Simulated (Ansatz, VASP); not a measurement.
# One calculation of Mg2Sn, two programs

Contents of INCAR:

```
  ALGO = Normal
  EDIFF = 1E-8
  ENCUT = 520
  GGA = CA
  GGA_COMPAT = False
  ISIF = 2
  ISMEAR = -1
  LASPH = True
  LCHARG = False
  LEFG = True
  LREAL = False
  LWAVE = False
  NBANDS = 16
  NELM = 120
  PREC = Accurate
  SIGMA = 0.08
```

KPOINTS

```
k-points
0
Gamma
  11 11 11
```

File POSCAR:

```
Mg2Sn
1.0
    0.0000000000      3.4018814470      3.4018814470
    3.4018814470      0.0000000000      3.4018814470
    3.4018814470      3.4018814470      0.0000000000
Mg Sn
2 1
Direct
    0.2500000000      0.2500000000      0.2500000000
    0.7500000000      0.7500000000      0.7500000000
    0.0000000000      0.0000000000      0.0000000000
```

Input for Ansatz:

```yaml
crystal:
  lattice:
    - [0.0, 3.401881447, 3.401881447]
    - [3.401881447, 0.0, 3.401881447]
    - [3.401881447, 3.401881447, 0.0]
  atoms:
    - { symbol: Mg, position: [0.25, 0.25, 0.25] }
    - { symbol: Mg, position: [0.75, 0.75, 0.75] }
    - { symbol: Sn, position: [0.0, 0.0, 0.0] }
kpoints:
  mp_grid: { grid: [11, 11, 11] }
scf:
  occupations: { method: fermi_dirac, width: 0.08 }
hamiltonian:
  xc: lda
  pseudopotentials: { kind: all_electron, datasets: crystal }
output:
  forces: true
  stress: true
  eigenvalues: true
  efg: { contact_densities: true }
```

Change from the starting cell: volume scaled by 1.02, crystal datasets.

Alike in both runs: task electric field gradients; functional LDA; k mesh 11 × 11 × 11; occupations fermi-dirac, width 0.08 eV; no spin polarisation.

|  | VASP | Ansatz |
| --- | --- | --- |
| version | VASP 6.6.1 | Ansatz 0.2.0 |
| potentials or method | VASP PAW LDA potentials, release 64 (Mg, Sn_d), cutoff 520 eV | all-electron PAW with datasets made for the crystal, scalar-relativistic |

VASP gave:

```
pressure (GPa) : -2.8
```

Problem. Estimate Ansatz's values.

Solution. Pressure (GPa): -2.5.

LDA's correlation is that of Perdew and Zunger in VASP and of Perdew and Wang (1992) in Ansatz. Ansatz ran all-electron here, and VASP with PAW potentials.
